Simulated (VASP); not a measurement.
# AlN (R3m) in VASP: further runs, part 2 of 2

VASP 6.6.1. Earlier steps stand in the parts before.

**3. Single point, PBE (epitaxial 111 strain +1.0%)**

The input, INCAR:

```
SYSTEM = AlN
PREC = Accurate
ENCUT = 520
EDIFF = 1E-6
ISMEAR = -1
SIGMA = 0.02
LREAL = .FALSE.
LASPH = .TRUE.
NELM = 60
ALGO = Normal
ISIF = 2
LWAVE = .FALSE.
LCHARG = .FALSE.
GGA = PE
NBANDS = 11
```

The input, KPOINTS:

```
Automatic mesh
0
G
  10 10 10
  0 0 0
```

The input, POSCAR:

```
AlN
1.0
   -0.0193629625      2.1873622141      2.1873622141
    2.1873622141     -0.0193629625      2.1873622141
    2.1873622141      2.1873622141     -0.0193629625
Al N
1 1
Direct
   -0.0005535533     -0.0005535533     -0.0005535533
    0.2505535533      0.2505535533      0.2505535533
```

Potentials or basis: VASP PAW PBE potentials, release 64 (Al, N).

The run is started by

```
> cat potpaw_PBE.64/Al/POTCAR potpaw_PBE.64/N/POTCAR > POTCAR
> mpirun -np 1 vasp_std > vasp.out
```

OUTCAR:

```text
SYSTEM = AlN
   PREC = Accurate
   ENCUT = 520
   EDIFF = 1E-6
   ISMEAR = -1
   LREAL = .FALSE.
   LASPH = .TRUE.
   NELM = 60
   ISIF = 2
   GGA = PE

 ion  position               nearest neighbor table
   1  0.999  0.999  0.999-   2 1.89   2 1.91   2 1.91   2 1.91
   2  0.251  0.251  0.251-   1 1.89   1 1.91   1 1.91   1 1.91

  LATTYP: Found a trigonal (rhomboedric) cell.
 ALAT       =     3.0934579091
 COS(alpha) =     0.4911285597

  Lattice vectors:

 A1 = (  -0.0193629625,   2.1873622141,   2.1873622141)
 A2 = (   2.1873622141,  -0.0193629625,   2.1873622141)
 A3 = (   2.1873622141,   2.1873622141,  -0.0193629625)

Analysis of symmetry for initial positions (statically):
=====================================================================
 Subroutine PRICEL returns:
 Original cell was already a primitive cell.

 Routine SETGRP: Setting up the symmetry group for a
 trigonal (rhombohedral) supercell.

 Subroutine GETGRP returns: Found  6 space group operations
 (whereof  6 operations were pure point group operations)
 out of a pool of 12 trial point group operations.

The static configuration has the point symmetry C_3v.

Analysis of symmetry for dynamics (positions and initial velocities):
=====================================================================
 Subroutine PRICEL returns:
 Original cell was already a primitive cell.

 Routine SETGRP: Setting up the symmetry group for a
 trigonal (rhombohedral) supercell.

 Subroutine GETGRP returns: Found  6 space group operations
 (whereof  6 operations were pure point group operations)
 out of a pool of 12 trial point group operations.

The dynamic configuration has the point symmetry C_3v.

 Subroutine INISYM returns: Found  6 space group operations
 (whereof  6 operations are pure point group operations),
 and found     1 'primitive' translations

----------------------------------------------------------------------------------------

                                     Primitive cell

  volume of cell :      21.2090

  direct lattice vectors                    reciprocal lattice vectors
    -0.019362963  2.187362214  2.187362214    -0.225572771  0.227587419  0.227587419
     2.187362214 -0.019362963  2.187362214     0.227587419 -0.225572771  0.227587419
     2.187362214  2.187362214 -0.019362963     0.227587419  0.227587419 -0.225572771

  length of vectors
     3.093457909  3.093457909  3.093457909     0.393033258  0.393033258  0.393033258

  position of ions in fractional coordinates (direct lattice)
     0.999446447  0.999446447  0.999446447
     0.250553553  0.250553553  0.250553553

  ion indices of the primitive-cell ions
   primitive index   ion index
                 1           1
                 2           2

----------------------------------------------------------------------------------------

 KPOINTS: Automatic mesh

Automatic generation of k-mesh.
 Grid dimensions read from file:
 generate k-points for:   10   10   10

 Generating k-lattice:

  Cartesian coordinates                     Fractional coordinates (reciprocal lattice)
    -0.022557277  0.022758742  0.022758742     0.100000000 -0.000000000 -0.000000000
     0.022758742 -0.022557277  0.022758742    -0.000000000  0.100000000 -0.000000000
     0.022758742  0.022758742 -0.022557277    -0.000000000 -0.000000000  0.100000000

  Length of vectors
     0.039303326  0.039303326  0.039303326

  Shift w.r.t. Gamma in fractional coordinates (k-lattice)
     0.000000000  0.000000000  0.000000000

 Subroutine IBZKPT returns following result:
 ===========================================

 Found    116 irreducible k-points:

 Following reciprocal coordinates:
            Coordinates               Weight
  0.000000  0.000000  0.000000      1.000000
  0.100000  0.000000  0.000000      6.000000
  0.200000  0.000000  0.000000      6.000000
  0.300000 -0.000000 -0.000000      6.000000
  0.400000 -0.000000 -0.000000      6.000000
  0.500000 -0.000000 -0.000000      3.000000
[... 16 lines left out ...]
  0.300000  0.300000 -0.000000      6.000000
  0.400000  0.300000 -0.000000     12.000000
 [... further k-points ...]
   k-points           NKPTS =    116   k-points in BZ     NKDIM =    116   number of bands    NBANDS=     11
   number of dos      NEDOS =    301   number of ions     NIONS =      2
   total plane-waves  NPLWV =  13824
   dimension x,y,z NGX =    24 NGY =   24 NGZ =   24
   dimension x,y,z NGXF=    48 NGYF=   48 NGZF=   48
   ions per type =               1   1
   NGX,Y,Z   is equivalent  to a cutoff of  12.90, 12.90, 12.90 a.u.
   NGXF,Y,Z  is equivalent  to a cutoff of  25.80, 25.80, 25.80 a.u.
 SYSTEM =  AlN
   PREC   = accura    normal or accurate (medium, high low for compatibility)
   ISTART =      0    job   : 0-new  1-cont  2-samecut
   ICHARG =      2    charge: 1-file 2-atom 10-const
   ISPIN  =      1    spin polarized calculation?
   LNONCOLLINEAR =      F non collinear calculations
   LSORBIT =      F    spin-orbit coupling
   LASPH  =      T    aspherical Exc in radial PAW
   ENCUT  =  520.0 eV  38.22 Ry    6.18 a.u.   5.75  5.75  5.75*2*pi/ulx,y,z
   NELM   =     60;   NELMIN=  2; NELMDL= -5     # of ELM steps
   EDIFF  = 0.1E-05   stopping-criterion for ELM
   LREAL  =      F    real-space projection
   EDIFFG = 0.1E-04   stopping-criterion for IOM
   NSW    =      0    number of steps for IOM
   IBRION =     -1    ionic relax: 0-MD 1-quasi-New 2-CG
   NFREE  =      0    steps in history (QN), initial steepest desc. (CG)
   ISIF   =      2    stress and relaxation
   ISYM   =      2    0-nonsym 1-usesym 2-fastsym
   POTIM  = 0.5000    time-step for ionic-motion
   TEBEG  =    0.0;   TEEND  =   0.0 temperature during run
   PSTRESS=    0.0 pullay stress
   NELECT =       8.0000    total number of electrons
   NUPDOWN=      -1.0000    fix difference up-down
   EMIN   =  10.00;   EMAX   =-10.00  energy-range for DOS
   EFERMI =   0.00;   METHOD = LEGACY
   ISMEAR =    -1;   SIGMA  =   0.02  broadening in eV -4-tet -1-fermi 0-gaus
   EFERMI_NEDOS =   21; number of points for ismear=-14 and -15
   IALGO  =     38    algorithm
   IMIX   =      4    mixing-type and parameters
     AMIX     =   0.40;   BMIX     =  1.00
     AMIX_MAG =   1.60;   BMIX_MAG =  1.00
  volume/ion in A,a.u.               =      10.60        71.56
  Fermi-wavevector in a.u.,A,eV,Ry     =   1.182854  2.235271 19.036514  1.399144
  Thomas-Fermi vector in A             =   2.319100
   LORBIT       =      0    0 simple, 1 ext, 2 COOP (PROOUT), +10 PAW based schemes
   GGA     = PE    functional components
   LHFCALC =     F    Hartree Fock is set to
   AEXX    =    0.0000 exact exchange contribution
   IVDW    =     0    specifies the selected vdW correction
   LEPSILON=     F    determine dielectric tensor
   LRPA    =     F    only Hartree local field effects (RPA)
 non-spin polarized calculation
  energy-cutoff  :      520.00
  volume of cell :       21.21
 maximum number of plane-waves:       586
   NGX = 11   NGY = 11   NGZ = 11

 number of electron       8.0000001 magnetization

 Free energy of the ion-electron system (eV)
  ---------------------------------------------------
  ext. energy  EPLUGINS =         0.00000000
  ---------------------------------------------------
  free energy    TOTEN  =       -14.84429082 eV

  energy without entropy =      -14.84429082  energy(sigma->0) =      -14.84429082

 E-fermi :   6.3098     XC(G=0): -10.8563

 val. band max:        5.8740407357   @ k =   0.0000   0.0000   0.0000
 cond. band min:       9.1090164236   @ k =   0.5000   0.5000  -0.0000
 fundamental gap:      3.2349756879
 Fermi energy:         6.3097831798

 k-point     1 :       0.0000    0.0000    0.0000
  band No.  band energies     occupation
      1      -9.0747      2.00000
      2       5.7690      2.00000
      3       5.7690      2.00000
      4       5.8740      2.00000
      5       9.8374      0.00000
      6      18.0756      0.00000
      7      18.0756      0.00000
      8      18.4219      0.00000
      9      23.3478      0.00000
     10      23.3478      0.00000
     11      24.6852      0.00000
[... 309 lines left out ...]
 k-point    24 :       0.4000    0.3000   -0.0000
  band No.  band energies     occupation
      1      -7.1171      2.00000
      2       1.6845      2.00000
      3       4.0771      2.00000
      4       4.4727      2.00000
      5      10.6831      0.00000
      6      15.2111      0.00000
      7      17.8348      0.00000
      8      20.2485      0.00000
      9      20.6536      0.00000
     10      26.9300      0.00000
     11      29.0367      0.00000

 [... further k-points ...]
[... 5 lines left out ...]
  --------------------------------------------------------------------------------------
  -------------------------------------------------------------------------------------
  Total        0.1247828      0.1247828      0.1247828      0.2134792      0.2134792      0.2134792
  in kB        9.4263708      9.4263708      9.4263708     16.1266995     16.1266995     16.1266995
  external PRESSURE =       9.4263708 kB  Pullay stress =       0.0000000 kB

 VOLUME and BASIS-vectors are now :
 -----------------------------------------------------------------------------
  energy-cutoff  :      520.00
  volume of cell :       21.21
      direct lattice vectors                 reciprocal lattice vectors
    -0.019362963  2.187362214  2.187362214    -0.225572771  0.227587419  0.227587419
     2.187362214 -0.019362963  2.187362214     0.227587419 -0.225572771  0.227587419
     2.187362214  2.187362214 -0.019362963     0.227587419  0.227587419 -0.225572771

 POSITION                                       TOTAL-FORCE (eV/Angst)
 -----------------------------------------------------------------------------------
      4.35295      4.35295      4.35295        -0.008205     -0.008205     -0.008205
      1.09125      1.09125      1.09125         0.008205      0.008205      0.008205
 -----------------------------------------------------------------------------------
    total drift:                                0.000052      0.000052      0.000052

  FREE ENERGIE OF THE ION-ELECTRON SYSTEM (eV)
  ---------------------------------------------------
  free  energy   TOTEN  =       -14.8442908158 eV

  energy  without entropy=      -14.8442908158  energy(sigma->0) =      -14.84429082
```

stdout:

```text
POSCAR found type information on POSCAR AlN
 POSCAR found :  2 types and       2 ions
 scaLAPACK will be used
 LDA part: xc-table for (Slater+PW92), standard interpolation
 POSCAR, INCAR and KPOINTS ok, starting setup
 FFT: planning ... GRIDC
 FFT: planning ... GRID_SOFT
 FFT: planning ... GRID
 WAVECAR not read
 entering main loop
```

Wall time 8.1 s (1 thread of Intel Xeon 6975P-C (Granite Rapids), shared host); peak memory 0.15 GiB.

Results:

```
Free energy            : -14.8443 eV
Pressure               : 0.9 GPa
Largest force          : 0.014 eV/Å
Band gap on the k mesh : 3.23 eV, indirect (least direct gap 3.96 eV)
```

Forces in eV/Å, atoms in the order of the input:
```
Al  -0.008 -0.008 -0.008
N    0.008  0.008  0.008
```

Caveat: the cell differs from its parent crystal (epitaxial 111 strain +1.0%). A k mesh can miss the band edges.

**4. Single point, PBE (epitaxial 111 strain +2.0%)**

The input, INCAR:

```
  ALGO = Normal
  EDIFF = 1E-6
  ENCUT = 520
  GGA = PE
  ISIF = 2
  ISMEAR = -1
  LASPH = True
  LCHARG = True
  LELF = True
  LREAL = False
  LVHAR = True
  LWAVE = False
  NBANDS = 11
  NELM = 80
  PREC = Accurate
  SIGMA = 0.02
```

The input, KPOINTS:

```
k-points
0
Gamma
  10 10 10
```

The input, POSCAR:

```
AlN
1.0
   -0.0385909120      2.1899830288      2.1899830288
    2.1899830288     -0.0385909120      2.1899830288
    2.1899830288      2.1899830288     -0.0385909120
Al N
1 1
Direct
   -0.0010508975     -0.0010508975     -0.0010508975
    0.2510508975      0.2510508975      0.2510508975
```

The run is started by

```
> cat potpaw_PBE.64/Al/POTCAR potpaw_PBE.64/N/POTCAR > POTCAR
> mpirun -np 1 vasp_std > vasp.out
```

Wall time 7.6 s (1 thread of Intel Xeon 6975P-C (Granite Rapids), shared host); peak memory 0.14 GiB.

Results (log left out):

- Free energy: -14.8350 eV
- Pressure: -2.2 GPa
- Largest force: 0.030 eV/Å
- Band gap on the k mesh: 3.16 eV, indirect (least direct gap 3.74 eV)

Forces on the atoms (eV/Å):
```
Al  -0.017 -0.017 -0.017
N    0.017  0.017  0.017
```

Stress tensor (GPa, compression positive):
```
-2.19  3.10  3.10
 3.10 -2.19  3.10
 3.10  3.10 -2.19
```

Levels at points of the mesh, in eV from the valence-band top:
| k point | band 2 | band 3 | band 4 | band 5 | band 6 | band 7 |
| --- | --- | --- | --- | --- | --- | --- |
| (0.00, 0.00, 0.00) | -0.20 | -0.20 | 0.00 | 3.74 | 11.87 | 11.87 |
| (0.50, 0.00, 0.00) | -5.88 | -0.62 | -0.52 | 7.00 | 9.46 | 10.74 |
| (0.50, 0.50, 0.00) | -4.93 | -1.99 | -1.75 | 3.16 | 8.28 | 13.34 |
| (0.50, 0.50, 0.50) | -5.74 | -0.73 | -0.73 | 6.73 | 9.51 | 10.51 |

Caveat: the cell differs from its parent crystal (epitaxial 111 strain +2.0%). A k mesh can miss the band edges.

**5. Single point, PBE (epitaxial 111 strain +3.0%)**

The input, INCAR:

```
SYSTEM = AlN
PREC     = Accurate       ! precision mode
ENCUT    = 520            ! plane-wave cutoff, eV
EDIFF    = 1E-7           ! SCF threshold, eV
ISMEAR   = -1             ! smearing method
SIGMA    = 0.02           ! smearing width, eV
LREAL    = .False.        ! projectors in reciprocal space
LASPH    = .True.         ! aspherical terms in the spheres
NELM     = 60             ! most SCF steps
ALGO     = Normal         ! electronic algorithm
ISIF     = 2              ! what is computed and relaxed
LWAVE    = .False.        ! write WAVECAR
LCHARG   = .False.        ! write CHGCAR
GGA      = PE             ! functional
NBANDS   = 11             ! bands
```

The input, KPOINTS:

```
regular mesh
0
Gamma
  10 10 10
  0 0 0
```

The input, POSCAR:

```
AlN
1.0
   -0.0578990474      2.1925236575      2.1925236575
    2.1925236575     -0.0578990474      2.1925236575
    2.1925236575      2.1925236575     -0.0578990474
Al N
1 1
Direct
   -0.0015609321     -0.0015609321     -0.0015609321
    0.2515609321      0.2515609321      0.2515609321
```

The run is started by

```
> cat potpaw_PBE.64/Al/POTCAR potpaw_PBE.64/N/POTCAR > POTCAR
> mpirun -np 1 vasp_std > vasp.out
```

Wall time 8.8 s (1 thread of Intel Xeon 6975P-C (Granite Rapids), shared host); peak memory 0.15 GiB.

It converged, with:

```yaml
Free_energy: -14.8140 eV
Pressure: -5.0 GPa
Largest_force: 0.034 eV/Å
Band_gap_on_the_k_mesh: 3.08 eV, indirect (least direct gap 3.52 eV)
```

Forces on the atoms (eV/Å):
```
Al  -0.020 -0.020 -0.020
N    0.020  0.020  0.020
```

Stress tensor (GPa, compression positive):
```
-5.04  4.47  4.47
 4.47 -5.04  4.47
 4.47  4.47 -5.04
```

Levels at points of the mesh, in eV from the valence-band top:
```csv
k point,band 1,band 2,band 3,band 4,band 5,band 6,band 7,band 8,band 9
"(0.00, 0.00, 0.00)",-14.89,-0.28,-0.28,0.00,3.52,11.56,11.56,12.58,17.08
"(0.50, 0.00, 0.00)",-13.03,-5.89,-0.67,-0.53,6.82,9.26,10.55,11.08,17.17
"(0.50, 0.50, 0.00)",-12.39,-4.94,-2.08,-1.73,3.08,8.14,13.04,14.79,15.09
"(0.50, 0.50, 0.50)",-12.84,-5.69,-0.84,-0.84,6.43,9.34,10.22,10.22,17.11
```

Caveat: the cell differs from its parent crystal (epitaxial 111 strain +3.0%). A k mesh can miss the band edges.

**6. Overview**

```csv
cell,gap on the mesh (eV),pressure (GPa),largest force (eV/Å)
"a = 3.087 Å, angles 59.4°, 2 atoms",3.28,8.0,0.01
"a = 3.093 Å, angles 60.6°, 2 atoms",3.23,0.9,0.01
"a = 3.097 Å, angles 61.2°, 2 atoms",3.16,-2.2,0.03
"a = 3.101 Å, angles 61.7°, 2 atoms",3.08,-5.0,0.03
```

Alike in all rows: task single point; level PBE; potentials or basis VASP PAW PBE potentials, release 64 (Al, N); no spin polarisation; k mesh 10 × 10 × 10; cutoff (eV) 520; smearing fermi-dirac 0.02 eV.

Total energies depend on the potentials used, so only differences within one code and one set of settings carry meaning.
